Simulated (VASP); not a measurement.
# ZnO (P6_3/mmc) in VASP: a series of runs

The runs below take ZnO through single point, with PBE+D3(BJ).

Program: VASP 6.6.1. These are calculated values, not measurements. Logs are shortened: lines on timing, memory, paths and dates and some standing lists are left out, and cuts for length are marked.

## Step 1: The cell of the first run

It takes space group P6_3/mmc (No. 194, hexagonal). The conventional cell has a = 3.387 Å, b = 3.387 Å, c = 7.023 Å, α = 90.00°, β = 90.00°, γ = 120.00°. Zn (site symmetry -6m2) has 3 O at 1.96 Å within 2.6 Å. Within 2.6 Å of O (site symmetry -6m2) lie 3 Zn at 1.96 Å.

## Step 2: Single point, PBE+D3(BJ) (strain +0.030 along x and y, -0.015 along z)

File INCAR:

```
PREC     = Accurate       # precision mode
ENCUT    = 520            # plane-wave cutoff, eV
EDIFF    = 1E-6           # SCF threshold, eV
ISMEAR   = 0              # smearing method
SIGMA    = 0.05           # smearing width, eV
LREAL    = False          # projectors in reciprocal space
LASPH    = True           # aspherical terms in the spheres
NELM     = 60             # most SCF steps
ALGO     = Normal         # electronic algorithm
ISIF     = 2              # what is computed and relaxed
LWAVE    = False          # write WAVECAR
LCHARG   = True           # write CHGCAR
GGA      = PE             # functional
IVDW     = 12             # dispersion correction
LELF     = True           # ELF
LVHAR    = True         
NBANDS   = 26             # bands
```

File KPOINTS:

```
regular mesh
0
Gamma
  9 9 4
```

File POSCAR:

```
ZnO
1.0
    3.3866061734      0.0000000000      0.0000000000
   -1.6933030867      2.9328869788      0.0000000000
    0.0000000000      0.0000000000      7.0234847298
Zn O
2 2
Direct
    0.0000000000      0.0000000000      0.7500000000
    0.0000000000      0.0000000000      0.2500000000
    0.3333333333      0.6666666667      0.2500000000
    0.6666666667      0.3333333333      0.7500000000
```

Potentials or basis: VASP PAW PBE potentials, release 64 (Zn, O).

The run is started by

```bash
$ cat potpaw_PBE.64/Zn/POTCAR potpaw_PBE.64/O/POTCAR > POTCAR
$ mpirun -np 1 vasp_std > vasp.out
```

OUTCAR:

```text
PREC = Accurate
   ENCUT = 520
   EDIFF = 1E-6
   ISMEAR = 0
   LREAL = False
   LASPH = True
   NELM = 60
   ISIF = 2
   GGA = PE
   IVDW = 12
 IVDW          = 12

 ion  position               nearest neighbor table
   1  0.000  0.000  0.750-   4 1.96   4 1.96   4 1.96
   2  0.000  0.000  0.250-   3 1.96   3 1.96   3 1.96
   3  0.333  0.667  0.250-   2 1.96   2 1.96   2 1.96
   4  0.667  0.333  0.750-   1 1.96   1 1.96   1 1.96

  LATTYP: Found a hexagonal cell.
 ALAT       =     3.3866061734
 C/A-ratio  =     2.0739006457

  Lattice vectors:

 A1 = (   3.3866061734,   0.0000000000,   0.0000000000)
 A2 = (  -1.6933030867,   2.9328869788,   0.0000000000)
 A3 = (   0.0000000000,   0.0000000000,   7.0234847298)

Analysis of symmetry for initial positions (statically):
=====================================================================
 Subroutine PRICEL returns:
 Original cell was already a primitive cell.

 Routine SETGRP: Setting up the symmetry group for a
 hexagonal supercell.

 Subroutine GETGRP returns: Found 24 space group operations
 (whereof 12 operations were pure point group operations)
 out of a pool of 24 trial point group operations.

The static configuration has the point symmetry D_3d.
 The point group associated with its full space group is D_6h.

Analysis of symmetry for dynamics (positions and initial velocities):
=====================================================================
 Subroutine PRICEL returns:
 Original cell was already a primitive cell.

 Routine SETGRP: Setting up the symmetry group for a
 hexagonal supercell.

 Subroutine GETGRP returns: Found 24 space group operations
 (whereof 12 operations were pure point group operations)
 out of a pool of 24 trial point group operations.

The dynamic configuration has the point symmetry D_3d.
 The point group associated with its full space group is D_6h.

 Subroutine INISYM returns: Found 24 space group operations
 (whereof 12 operations are pure point group operations),
 and found     1 'primitive' translations

----------------------------------------------------------------------------------------

                                     Primitive cell

  volume of cell :      69.7610

  direct lattice vectors                    reciprocal lattice vectors
     3.386606173  0.000000000  0.000000000     0.295280865  0.170480487  0.000000000
    -1.693303087  2.932886979  0.000000000     0.000000000  0.340960974  0.000000000
     0.000000000  0.000000000  7.023484730     0.000000000  0.000000000  0.142379465

  length of vectors
     3.386606173  3.386606173  7.023484730     0.340960974  0.340960974  0.142379465

  position of ions in fractional coordinates (direct lattice)
     0.000000000  0.000000000  0.750000000
     0.000000000  0.000000000  0.250000000
     0.333333333  0.666666667  0.250000000
     0.666666667  0.333333333  0.750000000

  ion indices of the primitive-cell ions
   primitive index   ion index
                 1           1
                 2           2
                 3           3
                 4           4

----------------------------------------------------------------------------------------

 KPOINTS: regular mesh

Automatic generation of k-mesh.
 Grid dimensions read from file:
 generate k-points for:    9    9    4

 Generating k-lattice:

  Cartesian coordinates                     Fractional coordinates (reciprocal lattice)
     0.032808985  0.018942276  0.000000000     0.111111111  0.000000000  0.000000000
     0.000000000  0.037884553  0.000000000     0.000000000  0.111111111  0.000000000
     0.000000000  0.000000000  0.035594866     0.000000000  0.000000000  0.250000000

  Length of vectors
     0.037884553  0.037884553  0.035594866

  Shift w.r.t. Gamma in fractional coordinates (k-lattice)
     0.000000000  0.000000000  0.000000000

 Subroutine IBZKPT returns following result:
 ===========================================

 Found     36 irreducible k-points:

 Following reciprocal coordinates:
            Coordinates               Weight
  0.000000  0.000000  0.000000      1.000000
  0.111111 -0.000000  0.000000      6.000000
  0.222222 -0.000000  0.000000      6.000000
  0.333333 -0.000000  0.000000      6.000000
  0.444444 -0.000000  0.000000      6.000000
  0.111111  0.111111  0.000000      6.000000
[... 16 lines left out ...]
  0.333333  0.222222  0.250000     24.000000
  0.333333  0.333333  0.250000      4.000000
 [... further k-points ...]
   k-points           NKPTS =     36   k-points in BZ     NKDIM =     36   number of bands    NBANDS=     26
   number of dos      NEDOS =    301   number of ions     NIONS =      4
   total plane-waves  NPLWV =  42336
   dimension x,y,z NGX =    28 NGY =   28 NGZ =   54
   dimension x,y,z NGXF=    56 NGYF=   56 NGZF=  108
   ions per type =               2   2
   NGX,Y,Z   is equivalent  to a cutoff of  13.74, 13.74, 12.78 a.u.
   NGXF,Y,Z  is equivalent  to a cutoff of  27.49, 27.49, 25.56 a.u.
 SYSTEM =  unknown system
   PREC   = accura    normal or accurate (medium, high low for compatibility)
   ISTART =      0    job   : 0-new  1-cont  2-samecut
   ICHARG =      2    charge: 1-file 2-atom 10-const
   ISPIN  =      1    spin polarized calculation?
   LNONCOLLINEAR =      F non collinear calculations
   LSORBIT =      F    spin-orbit coupling
   LASPH  =      T    aspherical Exc in radial PAW
   ENCUT  =  520.0 eV  38.22 Ry    6.18 a.u.   6.30  6.30 13.06*2*pi/ulx,y,z
   NELM   =     60;   NELMIN=  2; NELMDL= -5     # of ELM steps
   EDIFF  = 0.1E-05   stopping-criterion for ELM
   LREAL  =      F    real-space projection
   EDIFFG = 0.1E-04   stopping-criterion for IOM
   NSW    =      0    number of steps for IOM
   IBRION =     -1    ionic relax: 0-MD 1-quasi-New 2-CG
   NFREE  =      0    steps in history (QN), initial steepest desc. (CG)
   ISIF   =      2    stress and relaxation
   ISYM   =      2    0-nonsym 1-usesym 2-fastsym
   POTIM  = 0.5000    time-step for ionic-motion
   TEBEG  =    0.0;   TEEND  =   0.0 temperature during run
   PSTRESS=    0.0 pullay stress
   NELECT =      36.0000    total number of electrons
   NUPDOWN=      -1.0000    fix difference up-down
   EMIN   =  10.00;   EMAX   =-10.00  energy-range for DOS
   EFERMI =   0.00;   METHOD = LEGACY
   ISMEAR =     0;   SIGMA  =   0.05  broadening in eV -4-tet -1-fermi 0-gaus
   EFERMI_NEDOS =   21; number of points for ismear=-14 and -15
   IALGO  =     38    algorithm
   IMIX   =      4    mixing-type and parameters
     AMIX     =   0.40;   BMIX     =  1.00
     AMIX_MAG =   1.60;   BMIX_MAG =  1.00
  volume/ion in A,a.u.               =      17.44       117.69
  Fermi-wavevector in a.u.,A,eV,Ry     =   1.313121  2.481439 23.460349  1.724287
  Thomas-Fermi vector in A             =   2.443466
   LORBIT       =      0    0 simple, 1 ext, 2 COOP (PROOUT), +10 PAW based schemes
   GGA     = PE    functional components
   LHFCALC =     F    Hartree Fock is set to
   AEXX    =    0.0000 exact exchange contribution
   IVDW    =    12    specifies the selected vdW correction
   LEPSILON=     F    determine dielectric tensor
   LRPA    =     F    only Hartree local field effects (RPA)
 non-spin polarized calculation
 Gauss-broadening in eV      SIGMA  =   0.05
  energy-cutoff  :      520.00
  volume of cell :       69.76
 maximum number of plane-waves:      1897
 NGX is ok and might be reduce to    28
   NGX = 13   NGY = 13   NGZ = 27

 number of electron      36.0000023 magnetization

 Free energy of the ion-electron system (eV)
  ---------------------------------------------------
  ext. energy  EPLUGINS =         0.00000000
  ---------------------------------------------------
  free energy    TOTEN  =       -16.83148848 eV

  energy without entropy =      -16.83148848  energy(sigma->0) =      -16.83148848

 E-fermi :  -0.9944     XC(G=0):  -8.7889

 val. band max:       -1.2185975760   @ k =   0.0000   0.0000   0.0000
 cond. band min:      -0.4792400448   @ k =   0.0000   0.0000   0.0000
 fundamental gap:      0.7393575312
 Fermi energy:        -0.9943965280

 k-point     1 :       0.0000    0.0000    0.0000
  band No.  band energies     occupation
      1     -18.0699      2.00000
      2     -17.9827      2.00000
      3      -6.8933      2.00000
      4      -6.8933      2.00000
      5      -6.8759      2.00000
      6      -6.8759      2.00000
[... 18 lines left out ...]
     25      11.0659      0.00000
     26      11.9566      0.00000

 k-point     2 :       0.1111   -0.0000    0.0000
  band No.  band energies     occupation
      1     -18.0227      2.00000
      2     -17.9405      2.00000
      3      -6.9071      2.00000
      4      -6.8917      2.00000
      5      -6.8239      2.00000
      6      -6.8066      2.00000
[... 18 lines left out ...]
     25      11.1005      0.00000
     26      11.2699      0.00000

 k-point     3 :       0.2222   -0.0000    0.0000
  band No.  band energies     occupation
      1     -17.9006      2.00000
      2     -17.8327      2.00000
      3      -6.9065      2.00000
      4      -6.8959      2.00000
      5      -6.6316      2.00000
      6      -6.6152      2.00000
[... 18 lines left out ...]
     25      11.2550      0.00000
     26      11.7480      0.00000

 k-point     4 :       0.3333   -0.0000    0.0000
  band No.  band energies     occupation
      1     -17.7560      2.00000
      2     -17.7092      2.00000
      3      -6.8217      2.00000
      4      -6.8146      2.00000
      5      -6.3733      2.00000
      6      -6.3603      2.00000
[... 18 lines left out ...]
     25      10.9398      0.00000
     26      12.2247      0.00000
[... 496 lines left out ...]
      1     -17.6868      2.00000
      2     -17.6613      2.00000
      3      -6.7437      2.00000
      4      -6.7417      2.00000
      5      -6.2310      2.00000
      6      -6.1876      2.00000
[... 18 lines left out ...]
     25       9.6596      0.00000
     26      10.9076      0.00000

 k-point    23 :       0.3333    0.2222    0.2500
  band No.  band energies     occupation
      1     -17.6118      2.00000
      2     -17.6002      2.00000
      3      -6.6045      2.00000
      4      -6.5960      2.00000
      5      -6.2510      2.00000
      6      -6.1844      2.00000
[... 18 lines left out ...]
     25       9.1783      0.00000
     26       9.8804      0.00000

 k-point    24 :       0.3333    0.3333    0.2500
  band No.  band energies     occupation
      1     -17.5830      2.00000
      2     -17.5830      2.00000
      3      -6.5444      2.00000
      4      -6.5280      2.00000
      5      -6.2198      2.00000
      6      -6.2198      2.00000
[... 18 lines left out ...]
     25       8.6534      0.00000
     26       9.1930      0.00000

 [... further k-points ...]

------------------------ aborting loop because EDIFF is reached ----------------------------------------

 Edisp (eV)   -0.59700

 E8    (eV) :    -0.2249

  FORCE on cell =-STRESS in cart. coord.  units (eV):
  Direction    XX          YY          ZZ          XY          YZ          ZX
  --------------------------------------------------------------------------------------
  -------------------------------------------------------------------------------------
  Total      -5.06023    -5.06023    -0.63687     0.00000    -0.00000     0.00000
  in kB    -116.21665  -116.21665   -14.62689     0.00000    -0.00000     0.00000
  external pressure =      -82.35 kB  Pullay stress =        0.00 kB

 VOLUME and BASIS-vectors are now :
 -----------------------------------------------------------------------------
  energy-cutoff  :      520.00
  volume of cell :       69.76
      direct lattice vectors                 reciprocal lattice vectors
     3.386606173  0.000000000  0.000000000     0.295280865  0.170480487  0.000000000
    -1.693303087  2.932886979  0.000000000     0.000000000  0.340960974  0.000000000
     0.000000000  0.000000000  7.023484730     0.000000000  0.000000000  0.142379465

 POSITION                                       TOTAL-FORCE (eV/Angst)
 -----------------------------------------------------------------------------------
      0.00000      0.00000      5.26761        -0.000000      0.000000     -0.000000
      0.00000      0.00000      1.75587         0.000000     -0.000000      0.000000
     -0.00000      1.95526      1.75587         0.000000      0.000000      0.000000
      1.69330      0.97763      5.26761         0.000000     -0.000000     -0.000000
 -----------------------------------------------------------------------------------
    total drift:                                0.000000     -0.000000      0.000000

  FREE ENERGIE OF THE ION-ELECTRON SYSTEM (eV)
  ---------------------------------------------------
  free  energy   TOTEN  =       -17.4284917557 eV

  energy  without entropy=      -17.4284917557  energy(sigma->0) =      -17.42849176
```

Wall time 2.1 min (1 thread of Intel Xeon 8259CL, shared host); peak memory 0.23 GiB.

What came out:

```yaml
Free_energy: -17.4285 eV
Pressure: -8.2 GPa
Band_gap_on_the_k_mesh: 0.74 eV
Dispersion_energy_per_atom: -0.149 eV
```

Caveat: the cell differs from its parent crystal (strain +0.030 along x and y, -0.015 along z); the cell stands under tension; an odd mesh through Γ misses points on the zone boundary, where band edges can lie.

(Part 1 of 2 ends here.)
